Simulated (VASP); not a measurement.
# Se (P3_121) in VASP: further runs

Se is run at these levels: r2SCAN0, PBE, PBEsol+D4; tasks: single point.

Everything below comes from runs of VASP 6.6.1. Logs are shortened: lines on timing, memory, paths and dates and some standing lists are left out, and cuts for length are marked.

### 1 The cell of the first run

Symmetry: P3_121, No. 152, trigonal system. Conventional cell: a = 4.366 Å, b = 4.366 Å, c = 4.954 Å, α = 90.00°, β = 90.00°, γ = 120.00°. Within 3.1 Å of Se (site symmetry 2) lie 2 Se at 2.37 Å.

### 2 Single point, r2SCAN0

Input file POSCAR:

```
Se
1.0
    4.3662000000      0.0000000000      0.0000000000
   -2.1831000000      3.7812401180      0.0000000000
    0.0000000000      0.0000000000      4.9536000000
Se
3
Direct
    0.7746000000      0.7746000000      0.0000000000
    0.0000000000      0.2254000000      0.6666666667
    0.2254000000      0.0000000000      0.3333333333
```

Input file INCAR.step1:

```
SYSTEM = Se
PREC     = Accurate       ! precision mode
ENCUT    = 440            ! plane-wave cutoff, eV
EDIFF    = 1E-5           ! SCF threshold, eV
ISMEAR   = 1              ! smearing method
SIGMA    = 0.1            ! smearing width, eV
LREAL    = .FALSE.        ! projectors in reciprocal space
LASPH    = .TRUE.         ! aspherical terms in the spheres
NELM     = 120            ! most SCF steps
ALGO     = Normal         ! electronic algorithm
ISIF     = 2              ! what is computed and relaxed
LWAVE    = .TRUE.         ! write WAVECAR
LCHARG   = .FALSE.        ! write CHGCAR
GGA      = PE             ! functional
NBANDS   = 16             ! bands
GGA_COMPAT= .FALSE.
```

Input file INCAR.step2:

```
SYSTEM = Se
PREC     = Accurate       ! precision mode
ENCUT    = 440            ! plane-wave cutoff, eV
EDIFF    = 1E-6           ! SCF threshold, eV
ISMEAR   = 1              ! smearing method
SIGMA    = 0.1            ! smearing width, eV
LREAL    = .FALSE.        ! projectors in reciprocal space
LASPH    = .TRUE.         ! aspherical terms in the spheres
NELM     = 120            ! most SCF steps
ALGO     = Normal         ! electronic algorithm
ISIF     = 2              ! what is computed and relaxed
LWAVE    = .FALSE.        ! write WAVECAR
LCHARG   = .FALSE.        ! write CHGCAR
METAGGA  = R2SCAN         ! meta-GGA
LHFCALC  = .TRUE.         ! exact exchange
AEXX     = 0.25           ! exact-exchange fraction
LMIXTAU  = .TRUE.       
PRECFOCK = Normal       
ISTART   = 1            
NBANDS   = 16             ! bands
GGA_COMPAT= .FALSE.
```

Input file KPOINTS:

```
Automatic mesh
0
G
  5 5 4
  0 0 0
```

Potentials or basis: VASP PAW PBE potentials, release 64 (Se).

Run with:

```sh
> cat potpaw_PBE.64/Se/POTCAR > POTCAR
> cp INCAR.step1 INCAR
> mpirun -np 1 vasp_std > vasp.out
> cp INCAR.step2 INCAR
> mpirun -np 1 vasp_std > vasp.out
```

OUTCAR:

```text
SYSTEM = Se
   PREC = Accurate
   ENCUT = 440
   EDIFF = 1E-6
   ISMEAR = 1
   LREAL = .FALSE.
   LASPH = .TRUE.
   NELM = 120
   ISIF = 2
   METAGGA = R2SCAN
   LHFCALC = .TRUE.
   AEXX = 0.25
   PRECFOCK = Normal
   ISTART = 1

 ion  position               nearest neighbor table
   1  0.775  0.775  0.000-   2 2.37   3 2.37
   2  0.000  0.225  0.667-   1 2.37   3 2.37
   3  0.225  0.000  0.333-   1 2.37   2 2.37

  LATTYP: Found a hexagonal cell.
 ALAT       =     4.3662000000
 C/A-ratio  =     1.1345334616

  Lattice vectors:

 A1 = (   4.3662000000,   0.0000000000,   0.0000000000)
 A2 = (  -2.1831000000,   3.7812401180,   0.0000000000)
 A3 = (   0.0000000000,   0.0000000000,   4.9536000000)

Analysis of symmetry for initial positions (statically):
=====================================================================
 Subroutine PRICEL returns:
 Original cell was already a primitive cell.

 Routine SETGRP: Setting up the symmetry group for a
 hexagonal supercell.

 Subroutine GETGRP returns: Found  6 space group operations
 (whereof  2 operations were pure point group operations)
 out of a pool of 24 trial point group operations.

The static configuration has the point symmetry C_2 .
 The point group associated with its full space group is D_3 .

Analysis of symmetry for dynamics (positions and initial velocities):
=====================================================================
 Subroutine PRICEL returns:
 Original cell was already a primitive cell.

 Routine SETGRP: Setting up the symmetry group for a
 hexagonal supercell.

 Subroutine GETGRP returns: Found  6 space group operations
 (whereof  2 operations were pure point group operations)
 out of a pool of 24 trial point group operations.

The dynamic configuration has the point symmetry C_2 .
 The point group associated with its full space group is D_3 .

 Subroutine INISYM returns: Found  6 space group operations
 (whereof  2 operations are pure point group operations),
 and found     1 'primitive' translations

----------------------------------------------------------------------------------------

                                     Primitive cell

  volume of cell :      81.7822

  direct lattice vectors                    reciprocal lattice vectors
     4.366200000  0.000000000  0.000000000     0.229032110  0.132231751  0.000000000
    -2.183100000  3.781240118  0.000000000     0.000000000  0.264463501  0.000000000
     0.000000000  0.000000000  4.953600000     0.000000000  0.000000000  0.201873385

  length of vectors
     4.366200000  4.366200000  4.953600000     0.264463501  0.264463501  0.201873385

  position of ions in fractional coordinates (direct lattice)
     0.774600000  0.774600000  0.000000000
     0.000000000  0.225400000  0.666666667
     0.225400000  0.000000000  0.333333333

  ion indices of the primitive-cell ions
   primitive index   ion index
                 1           1
                 2           2
                 3           3

----------------------------------------------------------------------------------------

 KPOINTS: Automatic mesh

Automatic generation of k-mesh.
 Grid dimensions read from file:
 generate k-points for:    5    5    4

 Generating k-lattice:

  Cartesian coordinates                     Fractional coordinates (reciprocal lattice)
     0.045806422  0.026446350  0.000000000     0.200000000  0.000000000  0.000000000
     0.000000000  0.052892700  0.000000000     0.000000000  0.200000000  0.000000000
     0.000000000  0.000000000  0.050468346     0.000000000  0.000000000  0.250000000

  Length of vectors
     0.052892700  0.052892700  0.050468346

  Shift w.r.t. Gamma in fractional coordinates (k-lattice)
     0.000000000  0.000000000  0.000000000

 Subroutine IBZKPT returns following result:
 ===========================================

 Found     17 irreducible k-points:

 Following reciprocal coordinates:
            Coordinates               Weight
  0.000000  0.000000  0.000000      1.000000
  0.200000 -0.000000  0.000000      6.000000
  0.400000 -0.000000  0.000000      6.000000
  0.200000  0.200000  0.000000      6.000000
  0.400000  0.200000  0.000000      6.000000
  0.000000  0.000000  0.250000      2.000000
[... 9 lines left out ...]
  0.200000  0.200000  0.500000      6.000000
  0.400000  0.200000  0.500000      6.000000
   k-points           NKPTS =     17   k-points in BZ     NKDIM =    100   number of bands    NBANDS=     16
   number of dos      NEDOS =    301   number of ions     NIONS =      3
   total plane-waves  NPLWV =  32400
   dimension x,y,z NGX =    30 NGY =   30 NGZ =   36
   dimension x,y,z NGXF=    60 NGYF=   60 NGZF=   72
   ions per type =               3
   NGX,Y,Z   is equivalent  to a cutoff of  11.42, 11.42, 12.08 a.u.
   NGXF,Y,Z  is equivalent  to a cutoff of  22.85, 22.85, 24.16 a.u.
 SYSTEM =  Se
   PREC   = accura    normal or accurate (medium, high low for compatibility)
   ISTART =      1    job   : 0-new  1-cont  2-samecut
   ICHARG =      0    charge: 1-file 2-atom 10-const
   ISPIN  =      1    spin polarized calculation?
   LNONCOLLINEAR =      F non collinear calculations
   LSORBIT =      F    spin-orbit coupling
   LASPH  =      T    aspherical Exc in radial PAW
   ENCUT  =  440.0 eV  32.34 Ry    5.69 a.u.   7.47  7.47  8.47*2*pi/ulx,y,z
   NELM   =    120;   NELMIN=  2; NELMDL=  0     # of ELM steps
   EDIFF  = 0.1E-05   stopping-criterion for ELM
   LREAL  =      F    real-space projection
   EDIFFG = 0.1E-04   stopping-criterion for IOM
   NSW    =      0    number of steps for IOM
   IBRION =     -1    ionic relax: 0-MD 1-quasi-New 2-CG
   NFREE  =      0    steps in history (QN), initial steepest desc. (CG)
   ISIF   =      2    stress and relaxation
   ISYM   =      3    0-nonsym 1-usesym 2-fastsym
   POTIM  = 0.5000    time-step for ionic-motion
   TEBEG  =    0.0;   TEEND  =   0.0 temperature during run
   PSTRESS=    0.0 pullay stress
   NELECT =      18.0000    total number of electrons
   NUPDOWN=      -1.0000    fix difference up-down
   EMIN   =  10.00;   EMAX   =-10.00  energy-range for DOS
   EFERMI =   0.00;   METHOD = LEGACY
   ISMEAR =     1;   SIGMA  =   0.10  broadening in eV -4-tet -1-fermi 0-gaus
   EFERMI_NEDOS =   21; number of points for ismear=-14 and -15
   IALGO  =     38    algorithm
   IMIX   =      1    mixing-type and parameters
     AMIX     =   0.40;   BMIX     =  1.00
     AMIX_MAG =   1.60;   BMIX_MAG =  1.00
  volume/ion in A,a.u.               =      27.26       183.96
  Fermi-wavevector in a.u.,A,eV,Ry     =   0.988430  1.867862 13.292817  0.976995
  Thomas-Fermi vector in A             =   2.119956
   LORBIT       =      0    0 simple, 1 ext, 2 COOP (PROOUT), +10 PAW based schemes
   METAGGA = R2SCAN    functional components
   LHFCALC =     T    Hartree Fock is set to
   PRECFOCK=normal    Normal, Fast or Accurate (Low or Medium for compatibility)
   ENCUT4O =  -1.0   cutoff for four orbital integrals eV
   NKREDX  =     1    reduce k-point grid by
   NKREDY  =     1    reduce k-point grid by
   NKREDZ  =     1    reduce k-point grid by
   AEXX    =    0.2500 exact exchange contribution
   HFSCREEN=    0.0000 screening length (either q_TF or 0.3 A-1)
   HFSCREENC=   0.0000 screening length for correlation (either q_TF or 0.3 A-1)
   ENCUTFOCK=  -1.0 apply spherical cutoff to Coloumb kernel
   IVDW    =     0    specifies the selected vdW correction
   LEPSILON=     F    determine dielectric tensor
   LRPA    =     F    only Hartree local field effects (RPA)
 non-spin polarized calculation
 Methfessel and Paxton  Order N= 1 SIGMA  =   0.10
  energy-cutoff  :      440.00
  volume of cell :       81.78
 maximum number of plane-waves:      1739
 NGX is ok and might be reduce to    30
  NGX = 24; NGY = 24; NGZ = 28

 number of electron      18.0000004 magnetization

 Free energy of the ion-electron system (eV)
  ---------------------------------------------------
  ext. energy  EPLUGINS =         0.00000000
  ---------------------------------------------------
  free energy    TOTEN  =       -39.55724864 eV

  energy without entropy =      -39.55760234  energy(sigma->0) =      -39.55736654

 E-fermi :   1.6988     XC(G=0):  -7.2843

 val. band max:        1.6146768477   @ k =   0.4000   0.2000   0.5000
 cond. band min:       4.4601808622   @ k =   0.0000   0.0000   0.5000
 fundamental gap:      2.8455040145
 Fermi energy:         1.6987637258

 k-point     1 :       0.0000    0.0000    0.0000
  band No.  band energies     occupation
      1     -16.1891      2.00000
      2     -11.4670      2.00000
      3     -11.4670      2.00000
      4      -2.5393      2.00000
      5      -2.5393      2.00000
      6      -2.5138      2.00000
[... 8 lines left out ...]
     15       9.9677      0.00000
     16      12.0708      0.00000

 k-point     2 :       0.2000   -0.0000    0.0000
  band No.  band energies     occupation
      1     -16.0204      2.00000
      2     -11.6276      2.00000
      3     -11.4489      2.00000
      4      -3.5625      2.00000
      5      -3.0152      2.00000
      6      -2.3387      2.00000
[... 8 lines left out ...]
     15      11.2589      0.00000
     16      12.2393      0.00000

 k-point     3 :       0.4000   -0.0000    0.0000
  band No.  band energies     occupation
      1     -15.7002      2.00000
      2     -11.9736      2.00000
      3     -11.4176      2.00000
      4      -4.0842      2.00000
      5      -3.4872      2.00000
      6      -2.3671      2.00000
[... 8 lines left out ...]
     15      12.8204      0.00000
     16      13.8207      0.00000

 k-point     4 :       0.2000    0.2000    0.0000
  band No.  band energies     occupation
      1     -15.7690      2.00000
      2     -11.8180      2.00000
      3     -11.5087      2.00000
      4      -3.9032      2.00000
      5      -3.6468      2.00000
      6      -2.1014      2.00000
[... 8 lines left out ...]
     15      12.1026      0.00000
     16      13.1923      0.00000

 k-point     5 :       0.4000    0.2000    0.0000
  band No.  band energies     occupation
      1     -15.5905      2.00000
      2     -11.9399      2.00000
      3     -11.5870      2.00000
      4      -4.0124      2.00000
      5      -3.7697      2.00000
      6      -1.8875      2.00000
[... 8 lines left out ...]
     15      12.2123      0.00000
     16      13.6264      0.00000

 k-point     6 :       0.0000    0.0000    0.2500
  band No.  band energies     occupation
      1     -15.8525      2.00000
      2     -13.3368      2.00000
      3      -9.6902      2.00000
      4      -3.2438      2.00000
      5      -2.3482      2.00000
      6      -2.2062      2.00000
[... 8 lines left out ...]
     15      10.9399      0.00000
     16      11.1571      0.00000
[... 134 lines left out ...]
 k-point    14 :       0.2000   -0.0000    0.5000
  band No.  band energies     occupation
      1     -14.7591      2.00000
      2     -14.7136      2.00000
      3      -9.2930      2.00000
      4      -4.0881      2.00000
      5      -2.6874      2.00000
      6      -2.5266      2.00000
[... 8 lines left out ...]
     15      11.5196      0.00000
     16      12.2706      0.00000

 k-point    15 :       0.4000   -0.0000    0.5000
  band No.  band energies     occupation
      1     -14.5670      2.00000
      2     -14.4185      2.00000
      3      -9.9950      2.00000
      4      -4.8363      2.00000
      5      -3.2682      2.00000
      6      -3.0234      2.00000
[... 8 lines left out ...]
     15      12.1706      0.00000
     16      12.8801      0.00000

 k-point    16 :       0.2000    0.2000    0.5000
  band No.  band energies     occupation
      1     -14.5865      2.00000
      2     -14.5015      2.00000
      3      -9.8424      2.00000
      4      -4.5537      2.00000
      5      -3.3942      2.00000
      6      -3.2267      2.00000
[... 8 lines left out ...]
     15      11.9126      0.00000
     16      12.6105      0.00000

 k-point    17 :       0.4000    0.2000    0.5000
  band No.  band energies     occupation
      1     -14.4617      2.00000
      2     -14.3639      2.00000
      3     -10.1702      2.00000
      4      -4.8447      2.00000
      5      -3.7689      2.00000
      6      -3.6825      2.00000
[... 8 lines left out ...]
     15      12.4767      0.00000
     16      12.6440      0.00000

------------------------ aborting loop because EDIFF is reached ----------------------------------------

  FORCE on cell =-STRESS in cart. coord.  units (eV):
  Direction    XX          YY          ZZ          XY          YZ          ZX
  --------------------------------------------------------------------------------------
  -------------------------------------------------------------------------------------
  Total       -0.0317992     -0.0317992     -0.6023550      0.0000000      0.0000000      0.0000000
  in kB       -0.6229721     -0.6229721    -11.8006053      0.0000000      0.0000000      0.0000000
  external PRESSURE =      -4.3488498 kB  Pullay stress =       0.0000000 kB

 VOLUME and BASIS-vectors are now :
 -----------------------------------------------------------------------------
  energy-cutoff  :      440.00
  volume of cell :       81.78
      direct lattice vectors                 reciprocal lattice vectors
     4.366200000  0.000000000  0.000000000     0.229032110  0.132231751  0.000000000
    -2.183100000  3.781240118  0.000000000     0.000000000  0.264463501  0.000000000
     0.000000000  0.000000000  4.953600000     0.000000000  0.000000000  0.201873385

 POSITION                                       TOTAL-FORCE (eV/Angst)
 -----------------------------------------------------------------------------------
      1.69103      2.92895      0.00000         0.207017      0.358563     -0.000000
     -0.49207      0.85229      3.30240         0.207017     -0.358563     -0.000000
      0.98414      0.00000      1.65120        -0.414033      0.000000      0.000000
 -----------------------------------------------------------------------------------
    total drift:                                0.000000      0.000000      0.000000

  FREE ENERGIE OF THE ION-ELECTRON SYSTEM (eV)
  ---------------------------------------------------
  free  energy   TOTEN  =       -39.5572486405 eV

  energy  without entropy=      -39.5576023415  energy(sigma->0) =      -39.55736654
```

Run time: 26 min. Hardware: 1 thread of Intel Xeon Platinum 8375C at 2.90GHz (Ice Lake), shared host; peak memory 0.21 GiB.

What came out:

```
Free energy            : -39.5572 eV
Pressure               : -0.4 GPa
Largest force          : 0.414 eV/Å
Band gap on the k mesh : 2.85 eV (least direct gap 2.94 eV)
```

Forces in eV/Å, atoms in the order of the input:
```
Se   0.207  0.359  0.000
Se   0.207 -0.359  0.000
Se  -0.414  0.000  0.000
```

Stress tensor (GPa, compression positive):
```
-0.06  0.00  0.00
 0.00 -0.06  0.00
 0.00  0.00 -1.18
```

Caveat: the PAW data sets were made with another functional, which shifts forces and pressure a little. A k mesh can miss the band edges.

### 3 Single point, PBE

Input file INCAR:

```
ALGO = Normal
EDIFF = 1E-6
ENCUT = 520
GGA = PE
ISIF = 2
ISMEAR = -1
LASPH = T
LCHARG = F
LREAL = F
LWAVE = F
NBANDS = 16
NELM = 100
PREC = Accurate
SIGMA = 0.05
```

Input file KPOINTS:

```
k-points
0
Gamma
  5 5 4
```

POSCAR is that of step 2.

Potentials or basis: VASP PAW PBE potentials, release 64 (Se).

Run with:

```sh
> cat potpaw_PBE.64/Se/POTCAR > POTCAR
> mpirun -np 1 vasp_std > vasp.out
```

Wall time 34 s (1 thread of Intel Xeon 8259CL, shared host); peak memory 0.19 GiB.

Results (log left out):

- Free energy: -10.4683 eV
- Pressure: 2.9 GPa
- Largest force: 0.437 eV/Å
- Band gap on the k mesh: 1.24 eV (least direct gap 1.34 eV)

Forces in eV/Å, atoms in the order of the input:
```
Se  -0.218 -0.378  0.000
Se  -0.218  0.378  0.000
Se   0.437  0.000  0.000
```

Stress tensor (GPa, compression positive):
```
2.30 0.00 0.00
0.00 2.30 0.00
0.00 0.00 4.15
```

Levels at points of the mesh, in eV from the valence-band top:
| k point | band 7 | band 8 | band 9 | band 10 | band 11 | band 12 |
| --- | --- | --- | --- | --- | --- | --- |
| (0.00, 0.00, 0.00) | -2.03 | -2.03 | -0.39 | 1.91 | 1.91 | 2.20 |
| (0.00, 0.00, 0.50) | -1.53 | -1.53 | -1.10 | 1.24 | 1.24 | 1.30 |

### 4 Single point, PBEsol+D4

This run uses another cell than the first one, of 22.87 Å³/atom.

Input file INCAR:

```
SYSTEM = Se
ALGO = Normal ; EDIFF = 1E-6
ENCUT = 520 ; GGA = PS
ISIF = 2 ; ISMEAR = -1
IVDW = 13 ; LASPH = .True.
LCHARG = .False. ; LREAL = .False.
LWAVE = .False. ; NBANDS = 16
NELM = 80 ; PREC = Accurate
SIGMA = 0.05
```

Input file KPOINTS:

```
k-points
0
Gamma
  7 7 6
  0 0 0
```

Input file POSCAR:

```
Se
1.0
    3.9264061655      0.0000000000      0.0000000000
   -1.9632030828      3.4003674849      0.0000000000
    0.0000000000      0.0000000000      5.1386228423
Se
3
Direct
    0.7424977056      0.7424977056      0.0000000000
    0.0000000000      0.2575022944      0.6666666667
    0.2575022944      0.0000000000      0.3333333333
```

Run with:

```sh
> cat potpaw_PBE.64/Se/POTCAR > POTCAR
> mpirun -np 1 vasp_std > vasp.out
```

Run time: 66 s. Hardware: 1 thread of Intel Xeon 8259CL, shared host; peak memory 0.19 GiB.

The run converged. Its results:

* Free energy: -12.2619 eV
* Pressure: 0.2 GPa
* Largest force: 0.027 eV/Å
* Band gap on the k mesh: 0.83 eV (least direct gap 1.02 eV)
* Dispersion energy per atom: -0.239 eV

Forces on the atoms (eV/Å):
```
Se  -0.014 -0.024  0.000
Se  -0.014  0.024  0.000
Se   0.027  0.000  0.000
```

Stress tensor (GPa, compression positive):
```
0.13 0.00 0.00
0.00 0.13 0.00
0.00 0.00 0.24
```

Levels at points of the mesh, in eV from the valence-band top:
```
           k point  band 5  band 6  band 7  band 8  band 9  band 10  band 11  band 12  band 13  band 14
(0.00, 0.00, 0.00)   -3.28   -3.28   -1.87   -1.87   -0.63     1.44     1.44     2.14     6.27     6.27
(0.00, 0.00, 0.50)   -3.05   -3.05   -1.43   -1.20   -1.20     0.83     0.86     0.86     5.27     6.87
```

Caveat: the PAW data sets were made with another functional, which shifts forces and pressure a little. A k mesh can miss the band edges.

### 5 Overview

```csv
level,cell,k mesh,cutoff (eV),smearing,grid for exact exchange (PRECFOCK),share of exact exchange,gap on the mesh (eV),pressure (GPa),largest force (eV/Å)
r2SCAN0,"a = 4.366, b = 4.366, c = 4.954 Å, angles 90.0, 90.0, 120.0°, 3 atoms, atomic positions A",5 × 5 × 4,440,methfessel-paxton 0.1 eV,Normal,0.25,2.85,-0.4,0.41
PBE,"a = 4.366, b = 4.366, c = 4.954 Å, angles 90.0, 90.0, 120.0°, 3 atoms, atomic positions A",5 × 5 × 4,520,fermi-dirac 0.05 eV,-,-,1.24,2.9,0.44
PBEsol+D4,"a = 3.926, b = 3.926, c = 5.139 Å, angles 90.0, 90.0, 120.0°, 3 atoms, atomic positions B",7 × 7 × 6,520,fermi-dirac 0.05 eV,-,-,0.83,0.2,0.03
```

Alike in all rows: task single point; potentials or basis VASP PAW PBE potentials, release 64 (Se); no spin polarisation.

Caveats: the PAW data sets were made with another functional, which shifts forces and pressure a little (at least some runs).

Absolute energies hang on the potentials; compare differences alone.
